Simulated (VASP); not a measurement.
# PbF2: single point with PBEsol

The system is PbF2.

```
Pb F
1.0
     0.00000    2.87698    3.16468
     2.87698    0.00000    3.16468
     2.87698    2.87698    0.00000
Pb F
1 2
Direct
  0.00000 0.00000 0.00000
  0.25000 0.25000 0.25000
  0.75000 0.75000 0.75000
```

This cell differs from its parent crystal: ratio of the length along z to the lengths across it x 1.1, volume and fractional coordinates fixed.

| Quantity | Value |
| --- | --- |
| Program | VASP 6.6.1 |
| Task | single point |
| Functional | PBEsol |
| Potentials or basis | VASP PAW PBE potentials, release 64 (Pb_d, F) |
| Cutoff | 520 eV |
| k mesh | 8 × 8 × 8 |
| Occupations | gaussian, width 0.05 eV |
| Spin | no spin polarisation |

- Pressure: -2.0 GPa
- Band gap on the k mesh: 3.98 eV, indirect (least direct gap 4.36 eV)

Stress tensor (GPa, compression positive):
```
-0.19  0.00  0.00
 0.00 -0.19  0.00
 0.00  0.00 -5.69
```

Levels at points of the mesh, in eV from the valence-band top:
```tsv
k point	band 12	band 13	band 14	band 15	band 16	band 17
(0.00, 0.00, 0.00)	-2.44	-1.82	-1.82	6.40	6.40	6.82
(0.50, 0.00, 0.00)	-2.28	-2.16	-0.18	4.65	7.36	7.49
(0.50, 0.50, 0.00)	-1.50	-1.50	-0.01	4.35	7.69	7.69
(0.50, 0.00, 0.50)	-1.46	-1.43	-0.49	3.98	7.18	7.91
```

Wall time 26 s on 1 thread of Intel(R) Xeon(R) Platinum 8559C (Emerald Rapids), with other jobs on the host, peak memory 0.21 GiB.

Caveat: the PAW data sets were made with another functional, which shifts forces and pressure a little; spin-orbit coupling is left out, which moves the levels of the heavy elements. A k mesh can miss the band edges.
